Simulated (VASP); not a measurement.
# Na2S (Fm-3m) in VASP: further runs

Na2S is run at these levels: HSE06, LDA, PBE, PBEsol; tasks: single point.

Everything below comes from runs of VASP 6.6.1. Logs are shortened: lines on timing, memory, paths and dates and some standing lists are left out, and cuts for length are marked.

## (1) The cell of the first run

The structure is cubic, space group Fm-3m (No. 225). Conventional cell: a = 6.511 Å, b = 6.511 Å, c = 6.511 Å, α = 90.00°, β = 90.00°, γ = 90.00°. Within 3.7 Å of Na (site symmetry -43m) lie 4 S at 2.82 Å and 6 Na at 3.26 Å. S (site symmetry m-3m) has 8 Na at 2.82 Å within 3.7 Å.

## (2) Single point, HSE06

POSCAR reads:

```
Na2S
1.0
    0.0000000000      3.2554286216      3.2554286216
    3.2554286216      0.0000000000      3.2554286216
    3.2554286216      3.2554286216      0.0000000000
Na S
2 1
Direct
    0.2500000000      0.2500000000      0.2500000000
    0.7500000000      0.7500000000      0.7500000000
    0.0000000000      0.0000000000      0.0000000000
```

INCAR.step1 reads:

```
SYSTEM = Na2S
  PREC = Accurate
  ENCUT = 400
  EDIFF = 1E-5
  ISMEAR = 0
  SIGMA = 0.01
  LREAL = .False.
  LASPH = .True.
  NELM = 120
  ALGO = Normal
  ISIF = 2
  LWAVE = .True.
  LCHARG = .False.
  NBANDS = 17
  GGA = PE
  GGA_COMPAT = .False.
```

INCAR.step2 reads:

```
SYSTEM = Na2S
  PREC = Accurate
  ENCUT = 400
  EDIFF = 1E-6
  ISMEAR = 0
  SIGMA = 0.01
  LREAL = .False.
  LASPH = .True.
  NELM = 120
  ALGO = Normal
  ISIF = 2
  LWAVE = .False.
  LCHARG = .False.
  GGA = PE
  LHFCALC = .True.
  HFSCREEN = 0.2079
  PRECFOCK = Normal
  NBANDS = 17
  ISTART = 1
  GGA_COMPAT = .False.
```

KPOINTS reads:

```
Automatic mesh
0
Gamma
  6 6 6
  0 0 0
```

Potentials or basis: VASP PAW PBE potentials, release 64 (Na_pv, S).

Command:

```bash
$ cat potpaw_PBE.64/Na_pv/POTCAR potpaw_PBE.64/S/POTCAR > POTCAR
$ cp INCAR.step1 INCAR
$ mpirun -np 1 vasp_std > vasp.out
$ cp INCAR.step2 INCAR
$ mpirun -np 1 vasp_std > vasp.out
```

OUTCAR:

```text
SYSTEM = Na2S
   PREC = Accurate
   ENCUT = 400
   EDIFF = 1E-6
   ISMEAR = 0
   LREAL = .False.
   LASPH = .True.
   NELM = 120
   ISIF = 2
   GGA = PE
   LHFCALC = .True.
   HFSCREEN = 0.2079
   PRECFOCK = Normal
   ISTART = 1

 ion  position               nearest neighbor table
   1  0.250  0.250  0.250-
   2  0.750  0.750  0.750-
   3  0.000  0.000  0.000-

  LATTYP: Found a face centered cubic cell.
 ALAT       =     6.5108572432

  Lattice vectors:

 A1 = (   0.0000000000,   3.2554286216,   3.2554286216)
 A2 = (   3.2554286216,   0.0000000000,   3.2554286216)
 A3 = (   3.2554286216,   3.2554286216,   0.0000000000)

Analysis of symmetry for initial positions (statically):
=====================================================================
 Subroutine PRICEL returns:
 Original cell was already a primitive cell.

 Routine SETGRP: Setting up the symmetry group for a
 face centered cubic supercell.

 Subroutine GETGRP returns: Found 48 space group operations
 (whereof 48 operations were pure point group operations)
 out of a pool of 48 trial point group operations.

The static configuration has the point symmetry O_h .

Analysis of symmetry for dynamics (positions and initial velocities):
=====================================================================
 Subroutine PRICEL returns:
 Original cell was already a primitive cell.

 Routine SETGRP: Setting up the symmetry group for a
 face centered cubic supercell.

 Subroutine GETGRP returns: Found 48 space group operations
 (whereof 48 operations were pure point group operations)
 out of a pool of 48 trial point group operations.

The dynamic configuration has the point symmetry O_h .

 Subroutine INISYM returns: Found 48 space group operations
 (whereof 48 operations are pure point group operations),
 and found     1 'primitive' translations

----------------------------------------------------------------------------------------

                                     Primitive cell

  volume of cell :      69.0009

  direct lattice vectors                    reciprocal lattice vectors
     0.000000000  3.255428622  3.255428622    -0.153589606  0.153589606  0.153589606
[... 83 lines left out ...]
   IBRION =     -1    ionic relax: 0-MD 1-quasi-New 2-CG
   NFREE  =      0    steps in history (QN), initial steepest desc. (CG)
   ISIF   =      2    stress and relaxation
   ISYM   =      3    0-nonsym 1-usesym 2-fastsym
   POTIM  = 0.5000    time-step for ionic-motion
   TEBEG  =    0.0;   TEEND  =   0.0 temperature during run
   PSTRESS=    0.0 pullay stress
   NELECT =      20.0000    total number of electrons
   NUPDOWN=      -1.0000    fix difference up-down
   EMIN   =  10.00;   EMAX   =-10.00  energy-range for DOS
   EFERMI =   0.00;   METHOD = LEGACY
   ISMEAR =     0;   SIGMA  =   0.01  broadening in eV -4-tet -1-fermi 0-gaus
   EFERMI_NEDOS =   21; number of points for ismear=-14 and -15
   IALGO  =     38    algorithm
   IMIX   =      1    mixing-type and parameters
     AMIX     =   0.40;   BMIX     =  1.00
     AMIX_MAG =   1.60;   BMIX_MAG =  1.00
  volume/ion in A,a.u.               =      23.00       155.21
  Fermi-wavevector in a.u.,A,eV,Ry     =   1.083428  2.047382 15.970734  1.173816
  Thomas-Fermi vector in A             =   2.219494
   LORBIT       =      0    0 simple, 1 ext, 2 COOP (PROOUT), +10 PAW based schemes
   GGA     = PE    functional components
   LHFCALC =     T    Hartree Fock is set to
   PRECFOCK=normal    Normal, Fast or Accurate (Low or Medium for compatibility)
   ENCUT4O =  -1.0   cutoff for four orbital integrals eV
   NKREDX  =     1    reduce k-point grid by
   NKREDY  =     1    reduce k-point grid by
   NKREDZ  =     1    reduce k-point grid by
   AEXX    =    0.2500 exact exchange contribution
   HFSCREEN=    0.2079 screening length (either q_TF or 0.3 A-1)
   HFSCREENC=   0.2079 screening length for correlation (either q_TF or 0.3 A-1)
   ENCUTFOCK=  -1.0 apply spherical cutoff to Coloumb kernel
   IVDW    =     0    specifies the selected vdW correction
   LEPSILON=     F    determine dielectric tensor
   LRPA    =     F    only Hartree local field effects (RPA)
 non-spin polarized calculation
 Gauss-broadening in eV      SIGMA  =   0.01
  energy-cutoff  :      400.00
  volume of cell :       69.00
 maximum number of plane-waves:      1272
  NGX = 24; NGY = 24; NGZ = 24

 number of electron      19.9999976 magnetization

 Free energy of the ion-electron system (eV)
  ---------------------------------------------------
  ext. energy  EPLUGINS =         0.00000000
  ---------------------------------------------------
  free energy    TOTEN  =       -11.50351092 eV

  energy without entropy =      -11.50351092  energy(sigma->0) =      -11.50351092

 E-fermi :  -0.3398     XC(G=0):  -6.5786

 val. band max:       -0.4734464829   @ k =   0.0000   0.0000   0.0000
 cond. band min:       3.0423775381   @ k =   0.0000   0.0000   0.0000
 fundamental gap:      3.5158240210
 Fermi energy:        -0.3398220085

 k-point     1 :       0.0000    0.0000    0.0000
  band No.  band energies     occupation
      1     -24.9987      2.00000
      2     -24.9987      2.00000
      3     -24.9987      2.00000
      4     -24.9466      2.00000
      5     -24.9466      2.00000
      6     -24.9465      2.00000
[... 297 lines left out ...]
      4     -24.9573      2.00000
      5     -24.9377      2.00000
      6     -24.9346      2.00000
[... 9 lines left out ...]
     16      12.1191      0.00000
     17      12.9354      0.00000

------------------------ aborting loop because EDIFF is reached ----------------------------------------

  FORCE on cell =-STRESS in cart. coord.  units (eV):
  Direction    XX          YY          ZZ          XY          YZ          ZX
  --------------------------------------------------------------------------------------
  -------------------------------------------------------------------------------------
  Total        0.0043871      0.0043871      0.0043871      0.0000000      0.0000000     -0.0000000
  in kB        0.1018677      0.1018677      0.1018677      0.0000000      0.0000000     -0.0000000
  external PRESSURE =       0.1018677 kB  Pullay stress =       0.0000000 kB

 VOLUME and BASIS-vectors are now :
 -----------------------------------------------------------------------------
  energy-cutoff  :      400.00
  volume of cell :       69.00
      direct lattice vectors                 reciprocal lattice vectors
     0.000000000  3.255428622  3.255428622    -0.153589606  0.153589606  0.153589606
     3.255428622  0.000000000  3.255428622     0.153589606 -0.153589606  0.153589606
     3.255428622  3.255428622  0.000000000     0.153589606  0.153589606 -0.153589606

 POSITION                                       TOTAL-FORCE (eV/Angst)
 -----------------------------------------------------------------------------------
      1.62771      1.62771      1.62771         0.000000      0.000000      0.000000
      4.88314      4.88314      4.88314         0.000000     -0.000000     -0.000000
      0.00000      0.00000      0.00000        -0.000000      0.000000     -0.000000
 -----------------------------------------------------------------------------------
    total drift:                               -0.000001     -0.000000     -0.000000

  FREE ENERGIE OF THE ION-ELECTRON SYSTEM (eV)
  ---------------------------------------------------
  free  energy   TOTEN  =       -11.5035109244 eV

  energy  without entropy=      -11.5035109244  energy(sigma->0) =      -11.50351092
```

OSZICAR.step1:

```text
N       E                     dE             d eps       ncg     rms          rms(c)
DAV:   1     0.139677044749E+03    0.13968E+03   -0.91334E+03   544   0.101E+03
DAV:   2    -0.119779201325E+01   -0.14087E+03   -0.13714E+03   595   0.298E+02
DAV:   3    -0.106497675818E+02   -0.94520E+01   -0.94176E+01   652   0.817E+01
DAV:   4    -0.108151386240E+02   -0.16537E+00   -0.16524E+00   690   0.113E+01
DAV:   5    -0.108181245724E+02   -0.29859E-02   -0.29856E-02   698   0.150E+00    0.370E+00
DAV:   6    -0.100132293485E+02    0.80490E+00   -0.15861E+00   708   0.550E+00    0.297E+00
DAV:   7    -0.995994239175E+01    0.53287E-01   -0.23917E-01   642   0.205E+00    0.195E+00
DAV:   8    -0.996936559014E+01   -0.94232E-02   -0.18888E-02   569   0.111E+00    0.584E-01
DAV:   9    -0.996930025285E+01    0.65337E-04   -0.30134E-04   724   0.122E-01    0.570E-01
DAV:  10    -0.997122377892E+01   -0.19235E-02   -0.11480E-02   575   0.482E-01    0.958E-01
DAV:  11    -0.997088719886E+01    0.33658E-03   -0.12801E-03   568   0.166E-01    0.402E-01
DAV:  12    -0.997085400195E+01    0.33197E-04   -0.92731E-05   658   0.429E-02    0.316E-01
DAV:  13    -0.997077712004E+01    0.76882E-04   -0.44770E-04   594   0.908E-02    0.537E-02
DAV:  14    -0.997077817069E+01   -0.10507E-05   -0.30009E-05   632   0.270E-02
   1 F= -.99707782E+01 E0= -.99707782E+01  d E =-.169956E-35
```

It took 72 min on 1 thread of Intel Xeon 8259CL, shared host; peak memory 0.28 GiB.

Results:

```
Free energy            : -11.5035 eV
Pressure               : 0.0 GPa
Band gap on the k mesh : 3.52 eV
```

Levels at points of the mesh, in eV from the valence-band top:
```tsv
k point	band 8	band 9	band 10	band 11	band 12	band 13
(0.00, 0.00, 0.00)	0.00	0.00	0.00	3.52	8.96	8.96
(0.50, 0.00, 0.00)	-1.78	-0.15	-0.15	5.95	7.61	8.29
(0.50, 0.50, 0.00)	-1.59	-0.51	-0.51	4.78	7.18	9.92
```

Caveat: the PAW data sets were made with another functional, which shifts forces and pressure a little.

## (3) Single point, LDA

This run uses another cell than the first one, of 21.68 Å³/atom.

INCAR reads:

```
PREC = Accurate ; ENCUT = 500
EDIFF = 1E-6 ; ISMEAR = -1
SIGMA = 0.02 ; LREAL = False
LASPH = True ; NELM = 120
ALGO = Normal ; ISIF = 2
LWAVE = False ; LCHARG = False
NBANDS = 17 ; GGA_COMPAT = False
```

KPOINTS reads:

```
regular mesh
0
Gamma
  6 6 6
```

POSCAR reads:

```
Na2S
1.0
    0.0000000000      3.1920831805      3.1920831805
    3.1920831805      0.0000000000      3.1920831805
    3.1920831805      3.1920831805      0.0000000000
Na S
2 1
Direct
    0.2500000000      0.2500000000      0.2500000000
    0.7500000000      0.7500000000      0.7500000000
    0.0000000000      0.0000000000      0.0000000000
```

Potentials or basis: VASP PAW LDA potentials, release 64 (Na_pv, S).

Command:

```bash
$ cat potpaw_LDA.64/Na_pv/POTCAR potpaw_LDA.64/S/POTCAR > POTCAR
$ mpirun -np 1 vasp_std > vasp.out
```

Run time: 13 s. Hardware: 1 thread of Intel Xeon Platinum 8488C (Sapphire Rapids), shared host; peak memory 0.16 GiB.

The run converged. Its results:

| Property | Result |
| --- | --- |
| Free energy | -10.9125 eV |
| Pressure | 0.0 GPa |
| Band gap on the k mesh | 2.49 eV |

Levels at points of the mesh, in eV from the valence-band top:
| k point | band 6 | band 7 | band 8 | band 9 | band 10 | band 11 | band 12 | band 13 | band 14 | band 15 |
| --- | --- | --- | --- | --- | --- | --- | --- | --- | --- | --- |
| (0.00, 0.00, 0.00) | -21.99 | -10.20 | 0.00 | 0.00 | 0.00 | 2.49 | 7.77 | 7.77 | 7.77 | 9.39 |
| (0.50, 0.00, 0.00) | -22.03 | -9.89 | -1.84 | -0.14 | -0.14 | 4.84 | 6.57 | 7.11 | 7.11 | 11.54 |
| (0.50, 0.50, 0.00) | -21.97 | -9.79 | -1.64 | -0.50 | -0.50 | 3.67 | 5.99 | 8.82 | 9.98 | 9.98 |

(Continued in part 2 of 2.)
